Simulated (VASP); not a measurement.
# ZnS (F-43m) in VASP: notebook

ZnS is run at these levels: r2SCAN; tasks: single point.

Program: VASP 6.6.1. These are calculated values, not measurements. Logs are shortened: lines on timing, memory, paths and dates and some standing lists are left out, and cuts for length are marked.

**Experimental background.**

“Electronic, vibrational, and thermodynamic properties of ZnS (zincblende and rocksalt structure)”, 2009, arxiv:0911.5022 quotes, for a bulk crystal of ZnS at 19 K: band gap 3.85 eV (direct).

How close the calculation comes is told below.

### Step 1. The cell of the first run

Symmetry: F-43m, No. 216, cubic system. The conventional cell has a = 5.389 Å, b = 5.389 Å, c = 5.389 Å, α = 90.00°, β = 90.00°, γ = 90.00°. Within 3.1 Å of Zn (site symmetry -43m) lie 4 S at 2.33 Å. S (site symmetry -43m) has 4 Zn at 2.33 Å within 3.1 Å.

### Step 2. Single point, r2SCAN

Contents of POSCAR:

```
ZnS
1.0
    0.0000000000      2.6945314216      2.6945314216
    2.6945314216      0.0000000000      2.6945314216
    2.6945314216      2.6945314216      0.0000000000
Zn S
1 1
Direct
    0.2500000000      0.2500000000      0.2500000000
    0.0000000000      0.0000000000      0.0000000000
```

Contents of INCAR.step1:

```
SYSTEM = ZnS
ALGO     = Normal         ! electronic algorithm
EDIFF    = 1E-4           ! SCF threshold, eV
ENCUT    = 520            ! plane-wave cutoff, eV
GGA      = PE             ! functional
ISMEAR   = 0              ! smearing method
LASPH    = .TRUE.         ! aspherical terms in the spheres
LCHARG   = .FALSE.        ! write CHGCAR
LREAL    = .FALSE.        ! projectors in reciprocal space
LWAVE    = .TRUE.         ! write WAVECAR
NBANDS   = 16             ! bands
NELM     = 60             ! most SCF steps
PREC     = Accurate       ! precision mode
SIGMA    = 0.02           ! smearing width, eV
```

Contents of INCAR.step2:

```
SYSTEM = ZnS
ALGO     = Normal         ! electronic algorithm
EDIFF    = 1E-6           ! SCF threshold, eV
ENCUT    = 520            ! plane-wave cutoff, eV
ISIF     = 2              ! what is computed and relaxed
ISMEAR   = 0              ! smearing method
ISTART   = 1            
LASPH    = .TRUE.         ! aspherical terms in the spheres
LCHARG   = .TRUE.         ! write CHGCAR
LELF     = .TRUE.         ! ELF
LMIXTAU  = .TRUE.       
LREAL    = .FALSE.        ! projectors in reciprocal space
LVHAR    = .TRUE.       
LWAVE    = .FALSE.        ! write WAVECAR
METAGGA  = R2SCAN         ! meta-GGA
NBANDS   = 16             ! bands
NELM     = 60             ! most SCF steps
PREC     = Accurate       ! precision mode
SIGMA    = 0.02           ! smearing width, eV
```

Contents of KPOINTS:

```
k-points
0
G
  8 8 8
  0 0 0
```

Potentials or basis: VASP PAW PBE potentials, release 64 (Zn, S).

Started as:

```bash
$ cat potpaw_PBE.64/Zn/POTCAR potpaw_PBE.64/S/POTCAR > POTCAR
$ cp INCAR.step1 INCAR
$ mpirun -np 1 vasp_std > vasp.out
$ cp INCAR.step2 INCAR
$ mpirun -np 1 vasp_std > vasp.out
```

OUTCAR:

```text
SYSTEM = ZnS
   EDIFF = 1E-6
   ENCUT = 520
   ISIF = 2
   ISMEAR = 0
   ISTART = 1
   LASPH = .TRUE.
   LREAL = .FALSE.
   METAGGA = R2SCAN
   NELM = 60
   PREC = Accurate

 ion  position               nearest neighbor table
   1  0.250  0.250  0.250-   2 2.33   2 2.33   2 2.33   2 2.33
   2  0.000  0.000  0.000-   1 2.33   1 2.33   1 2.33   1 2.33

  LATTYP: Found a face centered cubic cell.
 ALAT       =     5.3890628432

  Lattice vectors:

 A1 = (   0.0000000000,   2.6945314216,   2.6945314216)
 A2 = (   2.6945314216,   0.0000000000,   2.6945314216)
 A3 = (   2.6945314216,   2.6945314216,   0.0000000000)

Analysis of symmetry for initial positions (statically):
=====================================================================
 Subroutine PRICEL returns:
 Original cell was already a primitive cell.

 Routine SETGRP: Setting up the symmetry group for a
 face centered cubic supercell.

 Subroutine GETGRP returns: Found 24 space group operations
 (whereof 24 operations were pure point group operations)
 out of a pool of 48 trial point group operations.

The static configuration has the point symmetry T_d .

Analysis of symmetry for dynamics (positions and initial velocities):
=====================================================================
 Subroutine PRICEL returns:
 Original cell was already a primitive cell.

 Routine SETGRP: Setting up the symmetry group for a
 face centered cubic supercell.

 Subroutine GETGRP returns: Found 24 space group operations
 (whereof 24 operations were pure point group operations)
 out of a pool of 48 trial point group operations.

The dynamic configuration has the point symmetry T_d .

 Subroutine INISYM returns: Found 24 space group operations
 (whereof 24 operations are pure point group operations),
 and found     1 'primitive' translations

----------------------------------------------------------------------------------------

                                     Primitive cell

  volume of cell :      39.1273

  direct lattice vectors                    reciprocal lattice vectors
     0.000000000  2.694531422  2.694531422    -0.185561020  0.185561020  0.185561020
     2.694531422  0.000000000  2.694531422     0.185561020 -0.185561020  0.185561020
     2.694531422  2.694531422  0.000000000     0.185561020  0.185561020 -0.185561020

  length of vectors
     3.810642881  3.810642881  3.810642881     0.321401115  0.321401115  0.321401115

  position of ions in fractional coordinates (direct lattice)
     0.250000000  0.250000000  0.250000000
     0.000000000  0.000000000  0.000000000

  ion indices of the primitive-cell ions
   primitive index   ion index
                 1           1
                 2           2

----------------------------------------------------------------------------------------

 KPOINTS: k-points

Automatic generation of k-mesh.
 Grid dimensions read from file:
 generate k-points for:    8    8    8

 Generating k-lattice:

  Cartesian coordinates                     Fractional coordinates (reciprocal lattice)
    -0.023195128  0.023195128  0.023195128     0.125000000  0.000000000  0.000000000
     0.023195128 -0.023195128  0.023195128     0.000000000  0.125000000  0.000000000
     0.023195128  0.023195128 -0.023195128     0.000000000  0.000000000  0.125000000

  Length of vectors
     0.040175139  0.040175139  0.040175139

  Shift w.r.t. Gamma in fractional coordinates (k-lattice)
     0.000000000  0.000000000  0.000000000

 Subroutine IBZKPT returns following result:
 ===========================================

 Found     29 irreducible k-points:

 Following reciprocal coordinates:
            Coordinates               Weight
  0.000000  0.000000  0.000000      1.000000
  0.125000  0.000000  0.000000      8.000000
  0.250000  0.000000  0.000000      8.000000
  0.375000  0.000000  0.000000      8.000000
  0.500000  0.000000  0.000000      4.000000
  0.125000  0.125000  0.000000      6.000000
[... 16 lines left out ...]
  0.500000  0.250000  0.125000     48.000000
 -0.375000  0.250000  0.125000     24.000000
 [... further k-points ...]
   k-points           NKPTS =     29   k-points in BZ     NKDIM =     29   number of bands    NBANDS=     16
   number of dos      NEDOS =    301   number of ions     NIONS =      2
   total plane-waves  NPLWV =  21952
   dimension x,y,z NGX =    28 NGY =   28 NGZ =   28
   dimension x,y,z NGXF=    56 NGYF=   56 NGZF=   56
   ions per type =               1   1
   NGX,Y,Z   is equivalent  to a cutoff of  12.22, 12.22, 12.22 a.u.
   NGXF,Y,Z  is equivalent  to a cutoff of  24.43, 24.43, 24.43 a.u.
 SYSTEM =  ZnS
   PREC   = accura    normal or accurate (medium, high low for compatibility)
   ISTART =      1    job   : 0-new  1-cont  2-samecut
   ICHARG =      0    charge: 1-file 2-atom 10-const
   ISPIN  =      1    spin polarized calculation?
   LNONCOLLINEAR =      F non collinear calculations
   LSORBIT =      F    spin-orbit coupling
   LASPH  =      T    aspherical Exc in radial PAW
   ENCUT  =  520.0 eV  38.22 Ry    6.18 a.u.   7.09  7.09  7.09*2*pi/ulx,y,z
   NELM   =     60;   NELMIN=  2; NELMDL=  0     # of ELM steps
   EDIFF  = 0.1E-05   stopping-criterion for ELM
   LREAL  =      F    real-space projection
   EDIFFG = 0.1E-04   stopping-criterion for IOM
   NSW    =      0    number of steps for IOM
   IBRION =     -1    ionic relax: 0-MD 1-quasi-New 2-CG
   NFREE  =      0    steps in history (QN), initial steepest desc. (CG)
   ISIF   =      2    stress and relaxation
   ISYM   =      2    0-nonsym 1-usesym 2-fastsym
   POTIM  = 0.5000    time-step for ionic-motion
   TEBEG  =    0.0;   TEEND  =   0.0 temperature during run
   PSTRESS=    0.0 pullay stress
   NELECT =      18.0000    total number of electrons
   NUPDOWN=      -1.0000    fix difference up-down
   EMIN   =  10.00;   EMAX   =-10.00  energy-range for DOS
   EFERMI =   0.00;   METHOD = LEGACY
   ISMEAR =     0;   SIGMA  =   0.02  broadening in eV -4-tet -1-fermi 0-gaus
   EFERMI_NEDOS =   21; number of points for ismear=-14 and -15
   IALGO  =     38    algorithm
   IMIX   =      4    mixing-type and parameters
     AMIX     =   0.40;   BMIX     =  1.00
     AMIX_MAG =   1.60;   BMIX_MAG =  1.00
  volume/ion in A,a.u.               =      19.56       132.02
  Fermi-wavevector in a.u.,A,eV,Ry     =   1.263783  2.388203 21.730501  1.597147
  Thomas-Fermi vector in A             =   2.397122
   LORBIT       =      0    0 simple, 1 ext, 2 COOP (PROOUT), +10 PAW based schemes
   METAGGA = R2SCAN    functional components
   LHFCALC =     F    Hartree Fock is set to
   AEXX    =    0.0000 exact exchange contribution
   IVDW    =     0    specifies the selected vdW correction
   LEPSILON=     F    determine dielectric tensor
   LRPA    =     F    only Hartree local field effects (RPA)
 non-spin polarized calculation
 Gauss-broadening in eV      SIGMA  =   0.02
  energy-cutoff  :      520.00
  volume of cell :       39.13
 maximum number of plane-waves:      1067
   NGX = 15   NGY = 15   NGZ = 15

 number of electron      18.0000006 magnetization

 Free energy of the ion-electron system (eV)
  ---------------------------------------------------
  ext. energy  EPLUGINS =         0.00000000
  ---------------------------------------------------
  free energy    TOTEN  =       -18.86623113 eV

  energy without entropy =      -18.86623113  energy(sigma->0) =      -18.86623113

 E-fermi :   2.0773     XC(G=0): -10.3263

 val. band max:        1.9091861550   @ k =   0.0000   0.0000   0.0000
 cond. band min:       4.6225265359   @ k =   0.0000   0.0000   0.0000
 fundamental gap:      2.7133403809
 Fermi energy:         2.0773260190

 k-point     1 :       0.0000    0.0000    0.0000
  band No.  band energies     occupation
      1     -11.8261      2.00000
      2      -4.6236      2.00000
      3      -4.6236      2.00000
      4      -4.6235      2.00000
      5      -4.0669      2.00000
      6      -4.0669      2.00000
[... 8 lines left out ...]
     15      14.2229      0.00000
     16      14.4992      0.00000

 k-point     2 :       0.1250    0.0000    0.0000
  band No.  band energies     occupation
      1     -11.7050      2.00000
      2      -4.6205      2.00000
      3      -4.6010      2.00000
      4      -4.6010      2.00000
      5      -4.0685      2.00000
      6      -4.0685      2.00000
[... 8 lines left out ...]
     15      13.6090      0.00000
     16      15.2990      0.00000

 k-point     3 :       0.2500    0.0000    0.0000
  band No.  band energies     occupation
      1     -11.3887      2.00000
      2      -4.5670      2.00000
      3      -4.5509      2.00000
      4      -4.5509      2.00000
      5      -4.0653      2.00000
      6      -4.0653      2.00000
[... 8 lines left out ...]
     15      13.4188      0.00000
     16      14.7277      0.00000

 k-point     4 :       0.3750    0.0000    0.0000
  band No.  band energies     occupation
      1     -11.0300      2.00000
      2      -4.5100      2.00000
      3      -4.5099      2.00000
      4      -4.3354      2.00000
      5      -4.0487      2.00000
      6      -4.0486      2.00000
[... 8 lines left out ...]
     15      14.6109      0.00000
     16      14.6110      0.00000
[... 324 lines left out ...]
 k-point    22 :       0.3750    0.2500    0.1250
  band No.  band energies     occupation
      1     -11.1408      2.00000
      2      -4.5907      2.00000
      3      -4.4796      2.00000
      4      -4.4520      2.00000
      5      -4.0907      2.00000
      6      -4.0277      2.00000
[... 8 lines left out ...]
     15      15.3656      0.00000
     16      17.7539      0.00000

 k-point    23 :       0.5000    0.2500    0.1250
  band No.  band energies     occupation
      1     -10.8409      2.00000
      2      -4.4990      2.00000
      3      -4.4441      2.00000
      4      -4.2871      2.00000
      5      -4.0492      2.00000
      6      -3.9977      2.00000
[... 8 lines left out ...]
     15      16.4683      0.00000
     16      16.9851      0.00000

 k-point    24 :      -0.3750    0.2500    0.1250
  band No.  band energies     occupation
      1     -10.7067      2.00000
      2      -4.4811      2.00000
      3      -4.4216      2.00000
      4      -4.1276      2.00000
      5      -4.0556      2.00000
      6      -3.7976      2.00000
[... 8 lines left out ...]
     15      16.0910      0.00000
     16      16.9602      0.00000

 [... further k-points ...]

------------------------ aborting loop because EDIFF is reached ----------------------------------------

  FORCE on cell =-STRESS in cart. coord.  units (eV):
  Direction    XX          YY          ZZ          XY          YZ          ZX
  --------------------------------------------------------------------------------------
  -------------------------------------------------------------------------------------
  Total        0.0006706      0.0006706      0.0006706     -0.0000000      0.0000000     -0.0000000
  in kB        0.0274600      0.0274600      0.0274600     -0.0000000      0.0000000     -0.0000000
  external PRESSURE =       0.0274600 kB  Pullay stress =       0.0000000 kB

 VOLUME and BASIS-vectors are now :
 -----------------------------------------------------------------------------
  energy-cutoff  :      520.00
  volume of cell :       39.13
      direct lattice vectors                 reciprocal lattice vectors
     0.000000000  2.694531422  2.694531422    -0.185561020  0.185561020  0.185561020
     2.694531422  0.000000000  2.694531422     0.185561020 -0.185561020  0.185561020
     2.694531422  2.694531422  0.000000000     0.185561020  0.185561020 -0.185561020

 POSITION                                       TOTAL-FORCE (eV/Angst)
 -----------------------------------------------------------------------------------
      1.34727      1.34727      1.34727         0.000000      0.000000      0.000000
      0.00000      0.00000      0.00000        -0.000000     -0.000000     -0.000000
 -----------------------------------------------------------------------------------
    total drift:                               -0.000011     -0.000011     -0.000011

  FREE ENERGIE OF THE ION-ELECTRON SYSTEM (eV)
  ---------------------------------------------------
  free  energy   TOTEN  =       -18.8662311321 eV

  energy  without entropy=      -18.8662311321  energy(sigma->0) =      -18.86623113
```

It took 32 s on 1 thread of Intel Xeon 6975P-C (Granite Rapids), shared host; peak memory 0.17 GiB.

What came out:

```yaml
Free_energy: -18.8662 eV
Pressure: 0.0 GPa
Band_gap_on_the_k_mesh: 2.71 eV, direct
```

Caveat: the PAW data sets were made with another functional, which shifts forces and pressure a little.

### Step 3. Single point, r2SCAN

POSCAR is that of step 2.

Contents of INCAR.step1:

```
PREC = Accurate
ENCUT = 520
ISMEAR = 0
SIGMA = 0.02
LREAL = F
LASPH = T
NELM = 100
NBANDS = 16
GGA = PE
ALGO = Normal
EDIFF = 1E-4
LWAVE = T
LCHARG = F
```

Contents of INCAR.step2:

```
PREC = Accurate
ENCUT = 520
EDIFF = 1E-7
ISMEAR = 0
SIGMA = 0.02
LREAL = F
LASPH = T
NELM = 100
ALGO = Normal
ISIF = 2
LWAVE = F
LCHARG = F
METAGGA = R2SCAN
LMIXTAU = T
NBANDS = 16
ISTART = 1
```

Contents of KPOINTS:

```
Automatic mesh
0
Gamma
  8 8 8
```

Potentials or basis: VASP PAW PBE potentials, release 64 (Zn, S).

Started as:

```bash
$ cat potpaw_PBE.64/Zn/POTCAR potpaw_PBE.64/S/POTCAR > POTCAR
$ cp INCAR.step1 INCAR
$ mpirun -np 1 vasp_std > vasp.out
$ cp INCAR.step2 INCAR
$ mpirun -np 1 vasp_std > vasp.out
```

Wall time 42 s (1 thread of Intel Xeon 6975P-C (Granite Rapids), shared host); peak memory 0.16 GiB.

Results (log left out):

```yaml
Free_energy: -18.8662 eV
Pressure: 0.0 GPa
Band_gap_on_the_k_mesh: 2.71 eV, direct
```

Levels at points of the mesh, in eV from the valence-band top:
```
           k point  band 5  band 6  band 7  band 8  band 9  band 10  band 11  band 12  band 13  band 14
(0.00, 0.00, 0.00)   -5.98   -5.98    0.00    0.00    0.00     2.71     6.90     6.90     6.90    12.31
(0.50, 0.00, 0.00)   -5.95   -5.78   -5.45   -0.90   -0.90     3.83     7.39     7.39     9.45    12.90
(0.50, 0.50, 0.00)   -5.90   -5.76   -4.65   -2.31   -2.31     3.71     4.48    11.83    12.88    12.88
```

Caveat: the PAW data sets were made with another functional, which shifts forces and pressure a little.

### Step 4. How close it comes

Step 2. Against the measured gap of ZnS, 3.85 eV (direct; 19 K; quoted in “Electronic, vibrational, and thermodynamic properties of ZnS (zincblende and rocksalt structure)”, 2009, arxiv:0911.5022), the calculated 2.71 eV is off by -1.14 eV. The value is that of r2SCAN, without temperature or zero-point motion.

Step 3. A measured gap of ZnS is 3.85 eV (direct; 19 K; quoted in “Electronic, vibrational, and thermodynamic properties of ZnS (zincblende and rocksalt structure)”, 2009, arxiv:0911.5022); the calculated 2.71 eV misses it by -1.14 eV. The value is that of r2SCAN, without temperature or zero-point motion.
